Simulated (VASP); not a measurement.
# NbTe (Pm-3m) in VASP: notebook

Aim: see how the results for NbTe move with the level of theory and the settings. Levels: PBE, PBE+D3(BJ), PBE+D4. Tasks: single point, relaxation of cell and atoms.

All numbers are computed with VASP 6.6.1; they aren't measurements. Logs are shortened: lines on timing, memory, paths and dates and some standing lists are left out, and cuts for length are marked.

## (1) The cell of the first run

Symmetry: Pm-3m, No. 221, cubic system. The conventional cell has a = 3.426 Å, b = 3.426 Å, c = 3.426 Å, α = 90.00°, β = 90.00°, γ = 90.00°. Within 3.9 Å of Nb (site symmetry m-3m) lie 8 Te at 2.97 Å and 6 Nb at 3.43 Å. Te (site symmetry m-3m) has 8 Nb at 2.97 Å and 6 Te at 3.43 Å within 3.9 Å.

## (2) Single point, PBE

Contents of INCAR:

```
SYSTEM = NbTe
PREC = Accurate ; ENCUT = 520
EDIFF = 1E-6 ; ISMEAR = 0
SIGMA = 0.026000000000000002 ; LREAL = .False.
LASPH = .True. ; NELM = 100
ALGO = Normal ; ISIF = 2
LWAVE = .False. ; LCHARG = .False.
GGA = PE ; NBANDS = 16
```

Contents of KPOINTS:

```
regular mesh
0
Gamma
  8 8 8
  0 0 0
```

Contents of POSCAR:

```
NbTe
1.0
    3.4257000000      0.0000000000      0.0000000000
    0.0000000000      3.4257000000      0.0000000000
    0.0000000000      0.0000000000      3.4257000000
Nb Te
1 1
Direct
    0.5000000000      0.5000000000      0.5000000000
    0.0000000000      0.0000000000      0.0000000000
```

Potentials or basis: VASP PAW PBE potentials, release 64 (Nb_sv, Te).

On the command line:

```
$ cat potpaw_PBE.64/Nb_sv/POTCAR potpaw_PBE.64/Te/POTCAR > POTCAR
$ mpirun -np 1 vasp_std > vasp.out
```

OUTCAR:

```text
SYSTEM = NbTe
   PREC = Accurate
   ENCUT = 520
   EDIFF = 1E-6
   ISMEAR = 0
   LREAL = .False.
   LASPH = .True.
   NELM = 100
   ISIF = 2
   GGA = PE

 ion  position               nearest neighbor table
   1  0.500  0.500  0.500-   2 2.97   2 2.97   2 2.97   2 2.97   2 2.97   2 2.97   2 2.97   2 2.97

   2  0.000  0.000  0.000-   1 2.97   1 2.97   1 2.97   1 2.97   1 2.97   1 2.97   1 2.97   1 2.97

  LATTYP: Found a simple cubic cell.
 ALAT       =     3.4257000000

  Lattice vectors:

 A1 = (   3.4257000000,   0.0000000000,   0.0000000000)
 A2 = (   0.0000000000,   3.4257000000,   0.0000000000)
 A3 = (   0.0000000000,   0.0000000000,   3.4257000000)

Analysis of symmetry for initial positions (statically):
=====================================================================
 Subroutine PRICEL returns:
 Original cell was already a primitive cell.

 Routine SETGRP: Setting up the symmetry group for a
 simple cubic supercell.

 Subroutine GETGRP returns: Found 48 space group operations
 (whereof 48 operations were pure point group operations)
 out of a pool of 48 trial point group operations.

The static configuration has the point symmetry O_h .

Analysis of symmetry for dynamics (positions and initial velocities):
=====================================================================
 Subroutine PRICEL returns:
 Original cell was already a primitive cell.

 Routine SETGRP: Setting up the symmetry group for a
 simple cubic supercell.

 Subroutine GETGRP returns: Found 48 space group operations
 (whereof 48 operations were pure point group operations)
 out of a pool of 48 trial point group operations.

The dynamic configuration has the point symmetry O_h .

 Subroutine INISYM returns: Found 48 space group operations
 (whereof 48 operations are pure point group operations),
 and found     1 'primitive' translations

----------------------------------------------------------------------------------------

                                     Primitive cell

  volume of cell :      40.2020

  direct lattice vectors                    reciprocal lattice vectors
     3.425700000  0.000000000  0.000000000     0.291911142  0.000000000  0.000000000
     0.000000000  3.425700000  0.000000000     0.000000000  0.291911142  0.000000000
     0.000000000  0.000000000  3.425700000     0.000000000  0.000000000  0.291911142

  length of vectors
     3.425700000  3.425700000  3.425700000     0.291911142  0.291911142  0.291911142

  position of ions in fractional coordinates (direct lattice)
     0.500000000  0.500000000  0.500000000
     0.000000000  0.000000000  0.000000000

  ion indices of the primitive-cell ions
   primitive index   ion index
                 1           1
                 2           2

----------------------------------------------------------------------------------------

 KPOINTS: regular mesh

Automatic generation of k-mesh.
 Grid dimensions read from file:
 generate k-points for:    8    8    8

 Generating k-lattice:

  Cartesian coordinates                     Fractional coordinates (reciprocal lattice)
     0.036488893  0.000000000  0.000000000     0.125000000  0.000000000  0.000000000
     0.000000000  0.036488893  0.000000000     0.000000000  0.125000000  0.000000000
     0.000000000  0.000000000  0.036488893     0.000000000  0.000000000  0.125000000

  Length of vectors
     0.036488893  0.036488893  0.036488893

  Shift w.r.t. Gamma in fractional coordinates (k-lattice)
     0.000000000  0.000000000  0.000000000

 Subroutine IBZKPT returns following result:
 ===========================================

 Found     35 irreducible k-points:

 Following reciprocal coordinates:
            Coordinates               Weight
  0.000000  0.000000  0.000000      1.000000
  0.125000  0.000000  0.000000      6.000000
  0.250000  0.000000  0.000000      6.000000
  0.375000  0.000000  0.000000      6.000000
  0.500000  0.000000  0.000000      3.000000
  0.125000  0.125000  0.000000     12.000000
[... 16 lines left out ...]
  0.375000  0.375000  0.125000     24.000000
  0.500000  0.375000  0.125000     24.000000
 [... further k-points ...]
   k-points           NKPTS =     35   k-points in BZ     NKDIM =     35   number of bands    NBANDS=     16
   number of dos      NEDOS =    301   number of ions     NIONS =      2
   total plane-waves  NPLWV =  21952
   dimension x,y,z NGX =    28 NGY =   28 NGZ =   28
   dimension x,y,z NGXF=    56 NGYF=   56 NGZF=   56
   ions per type =               1   1
   NGX,Y,Z   is equivalent  to a cutoff of  13.59, 13.59, 13.59 a.u.
   NGXF,Y,Z  is equivalent  to a cutoff of  27.18, 27.18, 27.18 a.u.
 SYSTEM =  NbTe
   PREC   = accura    normal or accurate (medium, high low for compatibility)
   ISTART =      0    job   : 0-new  1-cont  2-samecut
   ICHARG =      2    charge: 1-file 2-atom 10-const
   ISPIN  =      1    spin polarized calculation?
   LNONCOLLINEAR =      F non collinear calculations
[... 28 lines left out ...]
   LORBIT       =      0    0 simple, 1 ext, 2 COOP (PROOUT), +10 PAW based schemes
   GGA     = PE    functional components
   LHFCALC =     F    Hartree Fock is set to
   AEXX    =    0.0000 exact exchange contribution
   IVDW    =     0    specifies the selected vdW correction
   LEPSILON=     F    determine dielectric tensor
   LRPA    =     F    only Hartree local field effects (RPA)
 non-spin polarized calculation
 Gauss-broadening in eV      SIGMA  =   0.03
  energy-cutoff  :      520.00
  volume of cell :       40.20
 maximum number of plane-waves:      1108
 NGX is ok and might be reduce to    28
   NGX = 13   NGY = 13   NGZ = 13

 number of electron      18.9999999 magnetization

 Free energy of the ion-electron system (eV)
  ---------------------------------------------------
  ext. energy  EPLUGINS =         0.00000000
  ---------------------------------------------------
  free energy    TOTEN  =       -13.48745115 eV

  energy without entropy =      -13.48677688  energy(sigma->0) =      -13.48711401

 E-fermi :  12.0667     XC(G=0): -11.8082

 val. band max:       12.0513988267   @ k =   0.2500   0.1250   0.1250
 cond. band min:      12.0743720300   @ k =   0.2500   0.0000   0.0000
 fundamental gap:      0.0229732033
 Fermi energy:        12.0667281795

 k-point     1 :       0.0000    0.0000    0.0000
  band No.  band energies     occupation
      1     -43.2019      2.00000
      2     -19.2141      2.00000
      3     -19.2141      2.00000
      4     -19.2141      2.00000
      5      -2.3068      2.00000
      6       9.4117      2.00000
[... 8 lines left out ...]
     15      20.2353      0.00000
     16      20.2353      0.00000

 k-point     2 :       0.1250    0.0000    0.0000
  band No.  band energies     occupation
      1     -43.2001      2.00000
      2     -19.2439      2.00000
      3     -19.2110      2.00000
      4     -19.2110      2.00000
      5      -2.1206      2.00000
      6       8.4529      2.00000
[... 8 lines left out ...]
     15      19.4401      0.00000
     16      20.7820      0.00000

 k-point     3 :       0.2500    0.0000    0.0000
  band No.  band energies     occupation
      1     -43.1957      2.00000
      2     -19.3149      2.00000
      3     -19.2036      2.00000
      4     -19.2036      2.00000
      5      -1.6052      2.00000
      6       6.5958      2.00000
[... 8 lines left out ...]
     15      18.0734      0.00000
     16      22.4566      0.00000

 k-point     4 :       0.3750    0.0000    0.0000
  band No.  band energies     occupation
      1     -43.1913      2.00000
      2     -19.3850      2.00000
      3     -19.1961      2.00000
      4     -19.1961      2.00000
      5      -0.9342      2.00000
      6       4.9590      2.00000
[... 8 lines left out ...]
     15      17.7375      0.00000
     16      20.4923      0.00000
[... 324 lines left out ...]
 k-point    22 :       0.5000    0.2500    0.1250
  band No.  band energies     occupation
      1     -43.1817      2.00000
      2     -19.3916      2.00000
      3     -19.2836      2.00000
      4     -19.2120      2.00000
      5      -0.1889      2.00000
      6       5.2712      2.00000
[... 8 lines left out ...]
     15      19.0014      0.00000
     16      19.9705      0.00000

 k-point    23 :       0.3750    0.3750    0.1250
  band No.  band energies     occupation
      1     -43.1792      2.00000
      2     -19.3548      2.00000
      3     -19.3507      2.00000
      4     -19.2087      2.00000
      5      -0.0936      2.00000
      6       6.2229      2.00000
[... 8 lines left out ...]
     15      19.7258      0.00000
     16      20.8006      0.00000

 k-point    24 :       0.5000    0.3750    0.1250
  band No.  band energies     occupation
      1     -43.1774      2.00000
      2     -19.3795      2.00000
      3     -19.3480      2.00000
      4     -19.2061      2.00000
      5       0.0689      2.00000
      6       5.9924      2.00000
[... 8 lines left out ...]
     15      19.5859      0.00000
     16      20.3487      0.00000

 [... further k-points ...]

------------------------ aborting loop because EDIFF is reached ----------------------------------------

  FORCE on cell =-STRESS in cart. coord.  units (eV):
  Direction    XX          YY          ZZ          XY          YZ          ZX
  --------------------------------------------------------------------------------------
  -------------------------------------------------------------------------------------
  Total       -0.0750951     -0.0750951     -0.0750951     -0.0000000     -0.0000000     -0.0000000
  in kB       -2.9927767     -2.9927767     -2.9927767     -0.0000000     -0.0000000     -0.0000000
  external PRESSURE =      -2.9927767 kB  Pullay stress =       0.0000000 kB

 VOLUME and BASIS-vectors are now :
 -----------------------------------------------------------------------------
  energy-cutoff  :      520.00
  volume of cell :       40.20
      direct lattice vectors                 reciprocal lattice vectors
     3.425700000  0.000000000  0.000000000     0.291911142  0.000000000  0.000000000
     0.000000000  3.425700000  0.000000000     0.000000000  0.291911142  0.000000000
     0.000000000  0.000000000  3.425700000     0.000000000  0.000000000  0.291911142

 POSITION                                       TOTAL-FORCE (eV/Angst)
 -----------------------------------------------------------------------------------
      1.71285      1.71285      1.71285         0.000000      0.000000      0.000000
      0.00000      0.00000      0.00000         0.000000      0.000000      0.000000
 -----------------------------------------------------------------------------------
    total drift:                                0.000000      0.000000      0.000000

  FREE ENERGIE OF THE ION-ELECTRON SYSTEM (eV)
  ---------------------------------------------------
  free  energy   TOTEN  =       -13.4874511518 eV

  energy  without entropy=      -13.4867768768  energy(sigma->0) =      -13.48711401
```

Run time: 16 s. Hardware: 1 thread of Intel Xeon 6975P-C, shared host; peak memory 0.17 GiB.

What came out:

```
Free energy : -13.4875 eV
Pressure    : -0.3 GPa
```

Levels at points of the mesh, in eV from the Fermi level:
```
           k point  band 7  band 8  band 9  band 10  band 11  band 12
(0.00, 0.00, 0.00)   -2.66   -1.20   -1.20    -1.20     1.06     1.06
(0.50, 0.00, 0.00)   -2.80   -2.80   -1.90     1.21     2.28     4.51
(0.50, 0.50, 0.00)   -5.54   -2.61   -0.36    -0.36     0.61     1.21
(0.50, 0.50, 0.50)   -6.42   -6.42    2.06     2.06     2.06     2.61
```

Caveat: spin-orbit coupling is left out, which moves the levels of the heavy elements.

## (3) Single point, PBE

Contents of INCAR:

```
PREC = Accurate
ENCUT = 520
EDIFF = 1E-6
ISMEAR = 0
SIGMA = 0.027000000000000003
LREAL = False
LASPH = True
NELM = 80
ALGO = Normal
ISIF = 2
LWAVE = False
LCHARG = False
GGA = PE
NBANDS = 16
```

Contents of KPOINTS:

```
Automatic mesh
0
Gamma
  8 8 8
```

POSCAR is that of step 2.

Potentials or basis: VASP PAW PBE potentials, release 64 (Nb_sv, Te).

On the command line:

```
$ cat potpaw_PBE.64/Nb_sv/POTCAR potpaw_PBE.64/Te/POTCAR > POTCAR
$ mpirun -np 1 vasp_std > vasp.out
```

Run time: 16 s. Hardware: 1 thread of Intel Xeon 6975P-C, shared host; peak memory 0.17 GiB.

The run converged. Its results:

```yaml
Free_energy: -13.4875 eV
Pressure: -0.3 GPa
```

Levels at points of the mesh, in eV from the Fermi level:
```tsv
k point	band 6	band 7	band 8	band 9	band 10	band 11	band 12	band 13
(0.00, 0.00, 0.00)	-2.66	-2.66	-1.20	-1.20	-1.20	1.06	1.06	1.06
(0.50, 0.00, 0.00)	-7.81	-2.80	-2.80	-1.90	1.21	2.28	4.51	4.78
(0.50, 0.50, 0.00)	-5.54	-5.54	-2.61	-0.36	-0.36	0.61	1.21	2.50
(0.50, 0.50, 0.50)	-6.42	-6.42	-6.42	2.06	2.06	2.06	2.61	2.61
```

Caveat: spin-orbit coupling is left out, which moves the levels of the heavy elements.

## (4) Single point, PBE

Contents of INCAR:

```
SYSTEM = NbTe
ALGO = Normal ; EDIFF = 1E-6
ENCUT = 520 ; GGA = PE
ISIF = 2 ; ISMEAR = 0
LASPH = .True. ; LCHARG = .True.
LELF = .True. ; LREAL = .False.
LVHAR = .True. ; LWAVE = .False.
NBANDS = 16 ; NELM = 80
PREC = Accurate ; SIGMA = 0.028000000000000004
```

Contents of KPOINTS:

```
k-points
0
Gamma
  8 8 8
  0 0 0
```

POSCAR is that of step 3.

On the command line:

```
$ cat potpaw_PBE.64/Nb_sv/POTCAR potpaw_PBE.64/Te/POTCAR > POTCAR
$ mpirun -np 1 vasp_std > vasp.out
```

Wall time 19 s (1 thread of Intel Xeon 6975P-C, shared host); peak memory 0.17 GiB.

The run converged. Its results:

- Free energy: -13.4875 eV
- Pressure: -0.3 GPa

Levels at points of the mesh, in eV from the Fermi level:
```csv
k point,band 6,band 7,band 8,band 9,band 10,band 11,band 12,band 13
"(0.00, 0.00, 0.00)",-2.66,-2.66,-1.20,-1.20,-1.20,1.06,1.06,1.06
"(0.50, 0.00, 0.00)",-7.81,-2.80,-2.80,-1.90,1.21,2.28,4.51,4.78
"(0.50, 0.50, 0.00)",-5.54,-5.54,-2.61,-0.36,-0.36,0.61,1.21,2.50
"(0.50, 0.50, 0.50)",-6.42,-6.42,-6.42,2.05,2.05,2.05,2.61,2.61
```

Caveat: spin-orbit coupling is left out, which moves the levels of the heavy elements.

## (5) Relaxation of cell and atoms, PBE+D3(BJ)

Contents of INCAR:

```
PREC = Accurate ; ENCUT = 600
EDIFF = 1E-6 ; ISMEAR = -1
SIGMA = 0.05 ; LREAL = False
LASPH = True ; NELM = 100
ALGO = Normal ; ISIF = 3
LWAVE = False ; LCHARG = False
GGA = PE ; IVDW = 12
IBRION = 2 ; NSW = 60
EDIFFG = -0.01
```

Contents of KPOINTS:

```
Automatic mesh
0
Gamma
  8 8 8
```

POSCAR is that of step 4.

On the command line:

```
$ cat potpaw_PBE.64/Nb_sv/POTCAR potpaw_PBE.64/Te/POTCAR > POTCAR
$ mpirun -np 1 vasp_std > vasp.out
```

Wall time 43 s (1 thread of Intel Xeon 6975P-C, shared host); peak memory 0.19 GiB.

The run converged. Its results:

```yaml
Free_energy: -14.9084 eV
Relaxed_volume: 19.24 Å³/atom
Relaxed_cell: a = 3.376 Å, b = 3.376 Å, c = 3.376 Å, α = 90.00°, β = 90.00°, γ = 90.00°
Space_group_after_relaxing_to_0.05_Å: Pm-3m (No. 221)
Energy_gained_by_relaxing: 16.6 meV/atom
Ionic_steps: 3
Pressure_after_relaxing: -0.1 GPa
Dispersion_energy_per_atom: -0.721 eV
```

The path:
| step | energy change (eV) | largest force (eV/Å) | pressure (GPa) | volume (Å³) |
| --- | --- | --- | --- | --- |
| 1 | 0.0000 | 0.0000 | -5.84 | 40.20 |
| 2 | 0.0424 | 0.0000 | 10.85 | 36.09 |
| 3 | -0.0332 | 0.0000 | -0.08 | 38.49 |

Final structure:
```yaml
crystal:
  lattice:
    - [3.37629, 0.00000, 0.00000]
    - [0.00000, 3.37629, 0.00000]
    - [0.00000, 0.00000, 3.37629]
  atoms:
    - { symbol: Nb, position: [0.50000, 0.50000, 0.50000] }
    - { symbol: Te, position: [0.00000, 0.00000, 0.00000] }
```

Levels at points of the mesh, in eV from the Fermi level:
```tsv
k point	band 5	band 6	band 7	band 8	band 9	band 10	band 11	band 12	band 13
(0.00, 0.00, 0.00)	-14.70	-2.86	-2.86	-1.19	-1.19	-1.19	1.10	1.10	1.10
(0.50, 0.00, 0.00)	-12.80	-8.11	-2.93	-2.93	-2.07	1.26	2.42	4.43	5.12
(0.50, 0.50, 0.00)	-12.23	-5.72	-5.72	-2.76	-0.42	-0.42	0.72	1.38	2.65
(0.50, 0.50, 0.50)	-10.29	-6.73	-6.73	-6.73	2.11	2.11	2.11	2.77	2.77
```

Caveat: spin-orbit coupling is left out, which moves the levels of the heavy elements; pairwise dispersion overbinds metals, which lowers pressure and volume.

## (6) Relaxation of cell and atoms, PBE+D4

Contents of INCAR:

```
SYSTEM = NbTe
  ALGO = Normal
  EDIFF = 1E-6
  EDIFFG = -0.01
  ENCUT = 600
  GGA = PE
  IBRION = 2
  ISIF = 3
  ISMEAR = -1
  IVDW = 13
  LASPH = .TRUE.
  LCHARG = .FALSE.
  LREAL = .FALSE.
  LWAVE = .FALSE.
  NELM = 80
  NSW = 60
  PREC = Accurate
  SIGMA = 0.05
```

Contents of KPOINTS:

```
k-points
0
G
  8 8 8
  0 0 0
```

POSCAR is that of step 5.

Potentials or basis: VASP PAW PBE potentials, release 64 (Nb_sv, Te).

On the command line:

```
$ cat potpaw_PBE.64/Nb_sv/POTCAR potpaw_PBE.64/Te/POTCAR > POTCAR
$ mpirun -np 1 vasp_std > vasp.out
```

Run time: 49 s. Hardware: 1 thread of Intel Xeon 6975P-C, shared host; peak memory 0.18 GiB.

It converged, with:

- Free energy: -14.5357 eV
- Relaxed volume: 19.50 Å³/atom
- Relaxed cell: a = 3.391 Å, b = 3.391 Å, c = 3.391 Å, α = 90.00°, β = 90.00°, γ = 90.00°
- Space group after relaxing (to 0.05 Å): Pm-3m (No. 221)
- Energy gained by relaxing: 8.0 meV/atom
- Ionic steps: 3
- Pressure after relaxing: 0.0 GPa
- Dispersion energy per atom: -0.527 eV

Step by step:
```
step  energy change (eV)  largest force (eV/Å)  pressure (GPa)  volume (Å³)
   1              0.0000                0.0000           -4.06        40.20
   2              0.0186                0.0000            6.93        37.31
   3             -0.0160                0.0000           -0.03        38.99
```

Final structure:
```yaml
crystal:
  lattice:
    - [3.39101, 0.00000, 0.00000]
    - [0.00000, 3.39101, 0.00000]
    - [0.00000, 0.00000, 3.39101]
  atoms:
    - { symbol: Nb, position: [0.50000, 0.50000, 0.50000] }
    - { symbol: Te, position: [0.00000, 0.00000, 0.00000] }
```

Levels at points of the mesh, in eV from the Fermi level:
| k point | band 5 | band 6 | band 7 | band 8 | band 9 | band 10 | band 11 | band 12 | band 13 |
| --- | --- | --- | --- | --- | --- | --- | --- | --- | --- |
| (0.00, 0.00, 0.00) | -14.60 | -2.81 | -2.81 | -1.20 | -1.20 | -1.20 | 1.08 | 1.08 | 1.08 |
| (0.50, 0.00, 0.00) | -12.76 | -8.03 | -2.90 | -2.90 | -2.02 | 1.24 | 2.37 | 4.45 | 5.01 |
| (0.50, 0.50, 0.00) | -12.18 | -5.67 | -5.67 | -2.72 | -0.41 | -0.41 | 0.68 | 1.32 | 2.59 |
| (0.50, 0.50, 0.50) | -10.29 | -6.64 | -6.64 | -6.64 | 2.08 | 2.08 | 2.08 | 2.71 | 2.71 |

Caveat: spin-orbit coupling is left out, which moves the levels of the heavy elements; pairwise dispersion overbinds metals, which lowers pressure and volume.

## (7) The runs side by side

```csv
task,level,cell,cutoff (eV),smearing,gap on the mesh (eV),pressure (GPa),relaxed volume (Å³/atom)
single point,PBE,as given,520,gaussian 0.026 eV,none,-0.3,-
single point,PBE,as given,520,gaussian 0.027 eV,none,-0.3,-
single point,PBE,as given,520,gaussian 0.028 eV,none,-0.3,-
relaxation of cell and atoms,PBE+D3(BJ),relaxed,600,fermi-dirac 0.05 eV,none,-0.1,19.24
relaxation of cell and atoms,PBE+D4,relaxed,600,fermi-dirac 0.05 eV,none,0.0,19.50
```

Alike in all rows: potentials or basis VASP PAW PBE potentials, release 64 (Nb_sv, Te); no spin polarisation; k mesh 8 × 8 × 8.

Every run on the cell as given and a fine mesh finds a metal.

Caveats: spin-orbit coupling is left out, which moves the levels of the heavy elements; pairwise dispersion overbinds metals, which lowers pressure and volume (some runs).

Absolute energies hang on the potentials; compare differences alone.
